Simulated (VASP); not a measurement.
# Si4Ni3Pt (P4mm) in VASP: further runs

Runs on Si4Ni3Pt. Level: PBE. Tasks: single point, relaxation of shape and atoms at fixed volume.

Program: VASP 6.6.1. These are calculated values, not measurements. Logs are shortened: lines on timing, memory, paths and dates and some standing lists are left out, and cuts for length are marked.

## 1. The cell of the first run

Symmetry: P4mm, No. 99, tetragonal system. The conventional cell has a = 4.351 Å, b = 4.351 Å, c = 4.691 Å, α = 90.00°, β = 90.00°, γ = 90.00°. Within 3.1 Å of Si (site symmetry 2mm) lie 4 Ni at 2.26 to 2.43 Å and 2 Pt at 2.37 Å and 8 Si at 2.58 to 3.08 Å. Si (site symmetry 4mm) has 2 Pt at 2.32 to 2.38 Å and 4 Ni at 2.33 Å and 8 Si at 2.60 to 3.08 Å within 3.1 Å. Si (site symmetry 4mm) has 6 Ni at 2.33 to 2.36 Å and 8 Si at 2.58 to 3.08 Å within 3.1 Å. Within 3.1 Å of Ni (site symmetry 2mm) lie 6 Si at 2.26 to 2.43 Å and 2 Pt at 2.63 Å and 6 Ni at 2.64 to 3.08 Å. Ni (site symmetry 4mm) has 6 Si at 2.33 to 2.37 Å and 4 Ni at 2.64 Å and 4 Pt at 3.08 Å within 3.1 Å. Pt (site symmetry 4mm) has 6 Si at 2.32 to 2.38 Å and 8 Ni at 2.63 to 3.08 Å within 3.1 Å.

## 2. Single point, PBE (11.10 Å³/atom)

The input, INCAR:

```
PREC = Accurate
ENCUT = 520
EDIFF = 1E-6
ISMEAR = 0
SIGMA = 0.1
LREAL = False
LASPH = True
NELM = 100
ALGO = Normal
ISIF = 2
LWAVE = False
LCHARG = False
GGA = PE
NBANDS = 38
```

The input, KPOINTS:

```
Automatic mesh
0
Gamma
  8 8 8
```

The input, POSCAR:

```
Si4Ni3Pt
1.0
    4.3508274072      0.0000000000      0.0000000000
    0.0000000000      4.3508274072      0.0000000000
    0.0000000000      0.0000000000      4.6907747006
Si Ni Pt
4 3 1
Direct
    0.0000000000      0.5000000000      0.8549744836
    0.5000000000      0.0000000000      0.8549744836
    0.0000000000      0.0000000000      0.1595177993
    0.5000000000      0.5000000000      0.1507964637
    0.0000000000      0.5000000000      0.3363448347
    0.5000000000      0.0000000000      0.3363448347
    0.5000000000      0.5000000000      0.6539372186
    0.0000000000      0.0000000000      0.6530756923
```

Potentials or basis: VASP PAW PBE potentials, release 64 (Si, Ni, Pt).

Run with:

```console
> cat potpaw_PBE.64/Si/POTCAR potpaw_PBE.64/Ni/POTCAR potpaw_PBE.64/Pt/POTCAR > POTCAR
> mpirun -np 1 vasp_std > vasp.out
```

OUTCAR:

```text
PREC = Accurate
   ENCUT = 520
   EDIFF = 1E-6
   ISMEAR = 0
   LREAL = False
   LASPH = True
   NELM = 100
   ISIF = 2
   GGA = PE

 ion  position               nearest neighbor table
   1  0.000  0.500  0.855-   5 2.26   7 2.37   7 2.37   8 2.37   8 2.37   5 2.43   4 2.58   4 2.58
                             3 2.60   3 2.60   2 3.08   2 3.08   2 3.08   2 3.08
   2  0.500  0.000  0.855-   6 2.26   7 2.37   7 2.37   8 2.37   8 2.37   6 2.43   4 2.58   4 2.58
                             3 2.60   3 2.60   1 3.08   1 3.08   1 3.08   1 3.08
   3  0.000  0.000  0.160-   8 2.32   6 2.33   5 2.33   5 2.33   6 2.33   8 2.38   1 2.60   1 2.60
                             2 2.60   2 2.60   4 3.08   4 3.08   4 3.08   4 3.08
   4  0.500  0.500  0.151-   7 2.33   6 2.34   5 2.34   6 2.34   5 2.34   7 2.36   2 2.58   2 2.58
                             1 2.58   1 2.58   3 3.08   3 3.08   3 3.08   3 3.08
   5  0.000  0.500  0.336-   1 2.26   3 2.33   3 2.33   4 2.34   4 2.34   1 2.43   8 2.63   8 2.63
                             7 2.64   7 2.64   6 3.08   6 3.08   6 3.08   6 3.08
   6  0.500  0.000  0.336-   2 2.26   3 2.33   3 2.33   4 2.34   4 2.34   2 2.43   8 2.63   8 2.63
                             7 2.64   7 2.64   5 3.08   5 3.08   5 3.08   5 3.08
   7  0.500  0.500  0.654-   4 2.33   4 2.36   1 2.37   2 2.37   2 2.37   1 2.37   6 2.64   6 2.64
                             5 2.64   5 2.64   8 3.08   8 3.08   8 3.08   8 3.08
   8  0.000  0.000  0.653-   3 2.32   2 2.37   1 2.37   1 2.37   2 2.37   3 2.38   5 2.63   5 2.63
                             6 2.63   6 2.63   7 3.08   7 3.08   7 3.08   7 3.08

  LATTYP: Found a simple tetragonal cell.
 ALAT       =     4.3508274072
 C/A-ratio  =     1.0781339413

  Lattice vectors:

 A1 = (   4.3508274072,   0.0000000000,   0.0000000000)
 A2 = (   0.0000000000,   4.3508274072,   0.0000000000)
 A3 = (   0.0000000000,   0.0000000000,   4.6907747006)

Analysis of symmetry for initial positions (statically):
=====================================================================
 Subroutine PRICEL returns:
 Original cell was already a primitive cell.

 Routine SETGRP: Setting up the symmetry group for a
 simple tetragonal supercell.

 Subroutine GETGRP returns: Found  8 space group operations
 (whereof  8 operations were pure point group operations)
 out of a pool of 16 trial point group operations.

The static configuration has the point symmetry C_4v.

Analysis of symmetry for dynamics (positions and initial velocities):
=====================================================================
 Subroutine PRICEL returns:
 Original cell was already a primitive cell.

 Routine SETGRP: Setting up the symmetry group for a
 simple tetragonal supercell.

 Subroutine GETGRP returns: Found  8 space group operations
 (whereof  8 operations were pure point group operations)
 out of a pool of 16 trial point group operations.

The dynamic configuration has the point symmetry C_4v.

 Subroutine INISYM returns: Found  8 space group operations
 (whereof  8 operations are pure point group operations),
 and found     1 'primitive' translations

----------------------------------------------------------------------------------------

                                     Primitive cell

  volume of cell :      88.7950

  direct lattice vectors                    reciprocal lattice vectors
     4.350827407  0.000000000  0.000000000     0.229841340  0.000000000  0.000000000
     0.000000000  4.350827407  0.000000000     0.000000000  0.229841340  0.000000000
     0.000000000  0.000000000  4.690774701     0.000000000  0.000000000  0.213184402

  length of vectors
     4.350827407  4.350827407  4.690774701     0.229841340  0.229841340  0.213184402

  position of ions in fractional coordinates (direct lattice)
     0.000000000  0.500000000  0.854974484
     0.500000000  0.000000000  0.854974484
     0.000000000  0.000000000  0.159517799
     0.500000000  0.500000000  0.150796464
     0.000000000  0.500000000  0.336344835
     0.500000000  0.000000000  0.336344835
     0.500000000  0.500000000  0.653937219
     0.000000000  0.000000000  0.653075692

  ion indices of the primitive-cell ions
   primitive index   ion index
                 1           1
                 2           2
                 3           3
                 4           4
                 5           5
                 6           6
                 7           7
                 8           8

----------------------------------------------------------------------------------------

 KPOINTS: Automatic mesh

Automatic generation of k-mesh.
 Grid dimensions read from file:
 generate k-points for:    8    8    8

 Generating k-lattice:

  Cartesian coordinates                     Fractional coordinates (reciprocal lattice)
     0.028730167  0.000000000  0.000000000     0.125000000  0.000000000  0.000000000
[... 45 lines left out ...]
   LREAL  =      F    real-space projection
   EDIFFG = 0.1E-04   stopping-criterion for IOM
   NSW    =      0    number of steps for IOM
   IBRION =     -1    ionic relax: 0-MD 1-quasi-New 2-CG
   NFREE  =      0    steps in history (QN), initial steepest desc. (CG)
   ISIF   =      2    stress and relaxation
   ISYM   =      2    0-nonsym 1-usesym 2-fastsym
   POTIM  = 0.5000    time-step for ionic-motion
   TEBEG  =    0.0;   TEEND  =   0.0 temperature during run
   PSTRESS=    0.0 pullay stress
   NELECT =      56.0000    total number of electrons
   NUPDOWN=      -1.0000    fix difference up-down
   EMIN   =  10.00;   EMAX   =-10.00  energy-range for DOS
   EFERMI =   0.00;   METHOD = LEGACY
   ISMEAR =     0;   SIGMA  =   0.10  broadening in eV -4-tet -1-fermi 0-gaus
   EFERMI_NEDOS =   21; number of points for ismear=-14 and -15
   IALGO  =     38    algorithm
   IMIX   =      4    mixing-type and parameters
     AMIX     =   0.40;   BMIX     =  1.00
     AMIX_MAG =   1.60;   BMIX_MAG =  1.00
  volume/ion in A,a.u.               =      11.10        74.90
  Fermi-wavevector in a.u.,A,eV,Ry     =   1.403917  2.653018 26.816848  1.970983
  Thomas-Fermi vector in A             =   2.526531
   LORBIT       =      0    0 simple, 1 ext, 2 COOP (PROOUT), +10 PAW based schemes
   GGA     = PE    functional components
   LHFCALC =     F    Hartree Fock is set to
   AEXX    =    0.0000 exact exchange contribution
   IVDW    =     0    specifies the selected vdW correction
   LEPSILON=     F    determine dielectric tensor
   LRPA    =     F    only Hartree local field effects (RPA)
 non-spin polarized calculation
 Gauss-broadening in eV      SIGMA  =   0.10
  energy-cutoff  :      520.00
  volume of cell :       88.79
 maximum number of plane-waves:      2424
   NGX = 17   NGY = 17   NGZ = 17

 number of electron      56.0000030 magnetization

 Free energy of the ion-electron system (eV)
  ---------------------------------------------------
  ext. energy  EPLUGINS =         0.00000000
  ---------------------------------------------------
  free energy    TOTEN  =       -46.87796516 eV

  energy without entropy =      -46.87051648  energy(sigma->0) =      -46.87424082

 E-fermi :  13.2431     XC(G=0): -12.9862

 val. band max:       13.2423169334   @ k =   0.5000   0.0000   0.0000
 cond. band min:      13.2447524820   @ k =   0.1250   0.1250   0.3750
 fundamental gap:      0.0024355486
 Fermi energy:        13.2430735778

 k-point     1 :       0.0000    0.0000    0.0000
  band No.  band energies     occupation
      1      -1.7792      2.00000
      2       3.3233      2.00000
      3       3.5651      2.00000
      4       4.4867      2.00000
      5       5.4478      2.00000
      6       5.4478      2.00000
[... 30 lines left out ...]
     37      17.3487      0.00000
     38      17.4349      0.00000

 k-point     2 :       0.1250    0.0000    0.0000
  band No.  band energies     occupation
      1      -1.6572      2.00000
      2       3.0975      2.00000
      3       3.4931      2.00000
      4       4.3573      2.00000
      5       5.5090      2.00000
      6       5.6709      2.00000
[... 894 lines left out ...]
 k-point    24 :       0.5000    0.1250    0.1250
  band No.  band energies     occupation
      1       0.0588      2.00000
      2       0.5873      2.00000
      3       3.8044      2.00000
      4       4.7528      2.00000
      5       5.7321      2.00000
      6       5.8378      2.00000
[... 30 lines left out ...]
     37      18.6604      0.00000
     38      19.0043      0.00000

 [... further k-points ...]

------------------------ aborting loop because EDIFF is reached ----------------------------------------

  FORCE on cell =-STRESS in cart. coord.  units (eV):
  Direction    XX          YY          ZZ          XY          YZ          ZX
  --------------------------------------------------------------------------------------
  -------------------------------------------------------------------------------------
  Total       16.2038011     16.2038011     16.3594863      0.0000000      0.0000000      0.0000000
  in kB      292.3743037    292.3743037    295.1834186      0.0000000      0.0000000      0.0000000
  external PRESSURE =     293.3106753 kB  Pullay stress =       0.0000000 kB

 VOLUME and BASIS-vectors are now :
 -----------------------------------------------------------------------------
  energy-cutoff  :      520.00
  volume of cell :       88.79
      direct lattice vectors                 reciprocal lattice vectors
     4.350827407  0.000000000  0.000000000     0.229841340  0.000000000  0.000000000
     0.000000000  4.350827407  0.000000000     0.000000000  0.229841340  0.000000000
     0.000000000  0.000000000  4.690774701     0.000000000  0.000000000  0.213184402

 POSITION                                       TOTAL-FORCE (eV/Angst)
 -----------------------------------------------------------------------------------
      0.00000      2.17541      4.01049         0.000000      0.000000      0.000443
      2.17541      0.00000      4.01049         0.000000      0.000000      0.000443
      0.00000      0.00000      0.74826         0.000000      0.000000     -0.004533
      2.17541      2.17541      0.70735         0.000000      0.000000     -0.011124
      0.00000      2.17541      1.57772        -0.000000      0.000000      0.016713
      2.17541      0.00000      1.57772         0.000000      0.000000      0.016713
      2.17541      2.17541      3.06747         0.000000     -0.000000     -0.013496
      0.00000      0.00000      3.06343         0.000000      0.000000     -0.005159
 -----------------------------------------------------------------------------------
    total drift:                                0.000000      0.000000     -0.000226

  FREE ENERGIE OF THE ION-ELECTRON SYSTEM (eV)
  ---------------------------------------------------
  free  energy   TOTEN  =       -46.8779651636 eV

  energy  without entropy=      -46.8705164762  energy(sigma->0) =      -46.87424082
```

It took 5 min on 1 thread of Intel Xeon 8259CL, shared host; peak memory 0.35 GiB.

Results:

- Free energy: -46.8780 eV
- Pressure: 29.3 GPa
- Largest force: 0.017 eV/Å
- Band gap on the k mesh: zero (bands 28 and 29 overlap by 0.80 eV)

Forces in eV/Å, atoms in the order of the input:
```
Si   0.000  0.000  0.000
Si   0.000  0.000  0.000
Si   0.000  0.000 -0.005
Si   0.000  0.000 -0.011
Ni   0.000  0.000  0.017
Ni   0.000  0.000  0.017
Ni   0.000  0.000 -0.013
Pt   0.000  0.000 -0.005
```

Caveat: the cell stands under pressure; spin-orbit coupling is left out, which moves the levels of the heavy elements.

## 3. Single point, PBE (13.87 Å³/atom)

This run uses another cell than the first one, of 13.87 Å³/atom.

The input, INCAR:

```
SYSTEM = Si4Ni3Pt
PREC = Accurate
ENCUT = 520
EDIFF = 1E-6
ISMEAR = 0
SIGMA = 0.1
LREAL = .FALSE.
LASPH = .TRUE.
NELM = 60
ALGO = Normal
ISIF = 2
LWAVE = .FALSE.
LCHARG = .TRUE.
GGA = PE
LELF = .TRUE.
LVHAR = .TRUE.
NBANDS = 38
```

The input, KPOINTS:

```
regular mesh
0
G
  8 8 8
  0 0 0
```

The input, POSCAR:

```
Si4Ni3Pt
1.0
    4.7568921266      0.0000000000      0.0000000000
    0.0000000000      4.7568921266      0.0000000000
    0.0000000000      0.0000000000      4.9051432222
Si Ni Pt
4 3 1
Direct
    0.0000000000      0.5000000000      0.8439265964
    0.5000000000      0.0000000000      0.8439265964
    0.0000000000      0.0000000000      0.1701658875
    0.5000000000      0.5000000000      0.1560717434
    0.0000000000      0.5000000000      0.3282930630
    0.5000000000      0.0000000000      0.3282930630
    0.5000000000      0.5000000000      0.6647878742
    0.0000000000      0.0000000000      0.6645009868
```

Potentials or basis: VASP PAW PBE potentials, release 64 (Si, Ni, Pt).

Run with:

```console
> cat potpaw_PBE.64/Si/POTCAR potpaw_PBE.64/Ni/POTCAR potpaw_PBE.64/Pt/POTCAR > POTCAR
> mpirun -np 1 vasp_std > vasp.out
```

Wall time 6.5 min (1 thread of Intel Xeon 8259CL, shared host); peak memory 0.4 GiB.

Results (log left out):

```
Free energy            : -47.4196 eV
Pressure               : -12.7 GPa
Largest force          : 0.014 eV/Å
Band gap on the k mesh : zero (bands 28 and 29 overlap by 0.85 eV)
```

Forces in eV/Å, atoms in the order of the input:
```
Si   0.000  0.000  0.001
Si   0.000  0.000  0.001
Si   0.000  0.000 -0.007
Si   0.000  0.000 -0.014
Ni   0.000  0.000  0.010
Ni   0.000  0.000  0.010
Ni   0.000  0.000 -0.007
Pt   0.000  0.000  0.006
```

Stress tensor (GPa, compression positive):
```
-12.74   0.00   0.00
  0.00 -12.74   0.00
  0.00   0.00 -12.59
```

Levels at points of the mesh, in eV from the Fermi level:
```csv
k point,band 25,band 26,band 27,band 28,band 29,band 30,band 31,band 32
"(0.00, 0.00, 0.00)",-1.64,-1.63,-1.61,-0.45,-0.45,0.94,1.66,1.73
"(0.50, 0.00, 0.00)",-1.40,-1.29,-1.22,-1.20,-0.52,-0.35,2.05,2.53
"(0.50, 0.50, 0.00)",-1.91,-1.65,-1.65,-1.59,0.82,1.27,1.50,1.50
"(0.00, 0.00, 0.50)",-1.61,-1.60,-0.18,-0.18,0.21,0.95,1.44,1.71
"(0.50, 0.00, 0.50)",-1.39,-1.29,0.05,0.21,0.46,0.52,0.66,0.82
"(0.50, 0.50, 0.50)",-1.70,-1.54,-1.54,-1.51,3.56,3.81,3.86,3.86
```

Caveat: the cell stands under tension; spin-orbit coupling is left out, which moves the levels of the heavy elements. Spin polarisation is off, so any magnetic state and its effect on volume and gap are missing.

## 4. Relaxation of shape and atoms at fixed volume, PBE (11.10 Å³/atom)

The input, INCAR:

```
SYSTEM = Si4Ni3Pt
PREC = Accurate ; ENCUT = 600
EDIFF = 1E-7 ; ISMEAR = 0
SIGMA = 0.1 ; LREAL = .FALSE.
LASPH = .TRUE. ; NELM = 100
ALGO = Normal ; ISIF = 4
LWAVE = .FALSE. ; LCHARG = .FALSE.
GGA = PE ; IBRION = 2
NSW = 50 ; EDIFFG = -0.01
```

The input, KPOINTS:

```
Automatic mesh
0
G
  8 8 8
  0 0 0
```

The input, POSCAR:

```
Si4Ni3Pt
1.0
    4.3598689013      0.0000000000      0.0000000000
    0.0000000000      4.3598689013      0.0000000000
    0.0000000000      0.0000000000      4.6713394212
Si Ni Pt
4 3 1
Direct
    0.0000000000      0.5000000000      0.8533375785
    0.5000000000      0.0000000000      0.8533375785
    0.0000000000      0.0000000000      0.1610484005
    0.5000000000      0.5000000000      0.1516034209
    0.0000000000      0.5000000000      0.3353957633
    0.5000000000      0.0000000000      0.3353957633
    0.5000000000      0.5000000000      0.6552777708
    0.0000000000      0.0000000000      0.6545695347
```

Run with:

```console
> cat potpaw_PBE.64/Si/POTCAR potpaw_PBE.64/Ni/POTCAR potpaw_PBE.64/Pt/POTCAR > POTCAR
> mpirun -np 1 vasp_std > vasp.out
```

Wall time 22 min (1 thread of Intel Xeon 8259CL, shared host); peak memory 0.41 GiB.

Results (log left out):

- Free energy: -46.8778 eV
- Energy gained by relaxing: 0.8 meV/atom
- Ionic steps: 7
- Pressure after relaxing: 29.3 GPa
- Largest force after relaxing: 0.005 eV/Å
- Band gap on the k mesh: zero (bands 28 and 29 overlap by 0.80 eV)

Forces on the atoms (eV/Å):
```
Si   0.000  0.000 -0.001
Si   0.000  0.000 -0.001
Si   0.000  0.000  0.005
Si   0.000  0.000 -0.004
Ni   0.000  0.000  0.004
Ni   0.000  0.000  0.004
Ni   0.000  0.000 -0.005
Pt   0.000  0.000 -0.002
```

Step by step:
| step | energy change (eV) | largest force (eV/Å) | pressure (GPa) | volume (Å³) |
| --- | --- | --- | --- | --- |
| 1 | 0.0000 | 0.1424 | 29.93 | 88.79 |
| 2 | -0.0057 | 0.0811 | 29.28 | 88.79 |
| 3 | -0.0058 | 0.0833 | 29.37 | 88.79 |
| 4 | -0.0062 | 0.0239 | 29.31 | 88.79 |
| 5 | -0.0062 | 0.0173 | 29.28 | 88.79 |
| 6 | -0.0063 | 0.0148 | 29.30 | 88.79 |
| 7 | -0.0063 | 0.0055 | 29.29 | 88.79 |

Final structure:
```xyz
8
Lattice="4.3496 0.0000 0.0000 0.0000 4.3496 0.0000 0.0000 0.0000 4.6934" Properties=species:S:1:pos:R:3 pbc="T T T"
Si    0.0000    2.1748    4.0132
Si    2.1748    0.0000    4.0132
Si    4.3496    0.0000    0.7484
Si    2.1748    2.1748    0.7071
Ni    4.3496    2.1748    1.5790
Ni    2.1748    0.0000    1.5790
Ni    2.1748    2.1748    3.0687
Pt    4.3496    0.0000    3.0650
```

Levels at points of the mesh, in eV from the Fermi level:
```
           k point  band 25  band 26  band 27  band 28  band 29  band 30  band 31  band 32
(0.00, 0.00, 0.00)    -2.07    -2.05    -2.00    -0.46    -0.46     1.62     2.24     2.24
(0.50, 0.00, 0.00)    -1.77    -1.66    -1.61    -1.53    -0.31     0.00     2.94     3.45
(0.50, 0.50, 0.00)    -2.27    -2.14    -2.14    -2.02     1.13     1.66     2.09     2.09
(0.00, 0.00, 0.50)    -1.98    -1.95    -0.33    -0.33     0.93     1.57     2.05     2.05
(0.50, 0.00, 0.50)    -1.61    -1.56    -0.19     0.29     0.39     0.83     1.05     1.87
(0.50, 0.50, 0.50)    -2.01    -1.99    -1.99    -1.89     4.00     4.08     4.40     4.40
```

Caveat: spin-orbit coupling is left out, which moves the levels of the heavy elements. Spin polarisation is off, so any magnetic state and its effect on volume and gap are missing.

## 5. Summary

```tsv
task	cell	cutoff (eV)	gap on the mesh (eV)	pressure (GPa)	largest force (eV/Å)
single point	a = 4.351, b = 4.351, c = 4.691 Å, 8 atoms, atomic positions A	520	none	29.3	0.02
single point	a = 4.757, b = 4.757, c = 4.905 Å, 8 atoms, atomic positions B	520	none	-12.7	0.01
relaxation of shape and atoms at fixed volume	relaxed from a = 4.360, b = 4.360, c = 4.671 Å, 8 atoms, atomic positions C	600	none	29.3	0.01
```

Alike in all rows: level PBE; potentials or basis VASP PAW PBE potentials, release 64 (Si, Ni, Pt); no spin polarisation; k mesh 8 × 8 × 8; smearing gaussian 0.1 eV.

Caveats: spin-orbit coupling is left out, which moves the levels of the heavy elements; the cell stands under pressure (at least some runs); the cell stands under tension (at least some runs).

Total energies depend on the potentials used, so only differences within one code and one set of settings carry meaning.
